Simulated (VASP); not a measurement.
SnTe, 2 atoms in the cell. It takes space group Pm-3m (No. 221, cubic). Conventional cell: a = 3.905 Å, b = 3.905 Å, c = 3.905 Å, α = 90.00°, β = 90.00°, γ = 90.00°. Te (site symmetry m-3m) has 8 Sn at 3.38 Å and 6 Te at 3.90 Å within 4.4 Å. Within 4.4 Å of Sn (site symmetry m-3m) lie 8 Te at 3.38 Å and 6 Sn at 3.90 Å. 

| Item | Value |
| --- | --- |
| Program | VASP 6.6.1 |
| Task | single point |
| Functional | PBEsol-based global hybrid |
| Potentials or basis | VASP PAW PBE potentials, release 64 (Te, Sn_d) |
| Cutoff | 520 eV |
| k mesh | 4 × 4 × 4 |
| Occupations | fermi-dirac, width 0.05 eV |
| Spin | no spin polarisation |
| Dipole correction | no |
| Grid for exact exchange (PRECFOCK) | Normal |
| Share of exact exchange | 0.25 |
| Further INCAR settings | ALGO = Normal; EDIFF = 1e-07; NBANDS = 17 |

Potentials or basis: VASP PAW PBE potentials, release 64 (Te, Sn_d).

Run with:

```sh
$ cat potpaw_PBE.64/Te/POTCAR potpaw_PBE.64/Sn_d/POTCAR > POTCAR
$ cp INCAR.step1 INCAR
$ mpirun -np 1 vasp_std > vasp.out
$ cp INCAR.step2 INCAR
$ mpirun -np 1 vasp_std > vasp.out
```

Hardware: 1 thread of Intel(R) Xeon(R) Platinum 8488C (Sapphire Rapids), with other jobs on the host.

Problem. How long does it take, and how much memory?

Solution. Run time: 9.2 min on 1 thread of Intel(R) Xeon(R) Platinum 8488C (Sapphire Rapids), with other jobs on the host, peak memory 0.18 GiB. Counts: k points 10.
